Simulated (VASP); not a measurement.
CsB2P3: single point with PBE

The system is CsB2P3.

```
Cs B P
1.0
     4.04520    0.00000    0.00000
    -2.02260    3.50325    0.00000
     0.00000    0.00000    7.30184
Cs B P
1 2 3
Direct
  0.00000 0.00000 0.50000
  0.66667 0.33333 0.11843
  0.33333 0.66667 0.88157
  0.00000 0.00000 0.00000
  0.33333 0.66667 0.15018
  0.66667 0.33333 0.84982
```

```yaml
Program: VASP 6.6.1
Task: single point
Functional: PBE
Potentials_or_basis: VASP PAW PBE potentials, release 64 (Cs_sv, B, P)
Cutoff: 520 eV
k_mesh: 12 × 12 × 6
Occupations: gaussian, width 0.1 eV
Spin: no spin polarisation
Dipole_correction: no
Further_INCAR_settings: ALGO = Normal; EDIFF = 1e-06; NBANDS = 24
```

```
Pressure               : 0.0 GPa
Largest force          : 0.029 eV/Å
Band gap on the k mesh : zero (band 15 reaches 8.01 eV, above the bottom of band 16 at 4.89 eV)
```

Forces in eV/Å, atoms in the order of the input:
```
Cs   0.000  0.000  0.000
B    0.000  0.000 -0.016
B    0.000  0.000  0.016
P    0.000  0.000  0.000
P    0.000  0.000 -0.029
P    0.000  0.000  0.029
```

Levels at points of the mesh, in eV from the Fermi level:
```csv
k point,band 11,band 12,band 13,band 14,band 15,band 16,band 17,band 18,band 19,band 20
"(0.00, 0.00, 0.00)",-5.06,-4.68,-4.68,-1.39,-1.39,-0.94,-0.41,1.24,1.29,1.29
"(0.50, 0.00, 0.00)",-3.83,-3.04,-2.99,-1.75,1.09,1.74,1.99,2.33,2.78,2.88
"(0.00, 0.00, 0.50)",-4.72,-4.72,-4.30,-1.63,-1.47,-1.47,-0.44,1.41,1.69,1.69
"(0.50, 0.00, 0.50)",-4.55,-2.82,-2.35,-2.11,1.52,1.71,1.81,2.03,2.79,3.43
```

Wall time 88 s on 1 thread of Intel(R) Xeon(R) 6975P-C (Granite Rapids), on a shared host, peak memory 0.36 GiB.

Caveat: spin-orbit coupling is left out, which moves the levels of the heavy elements.
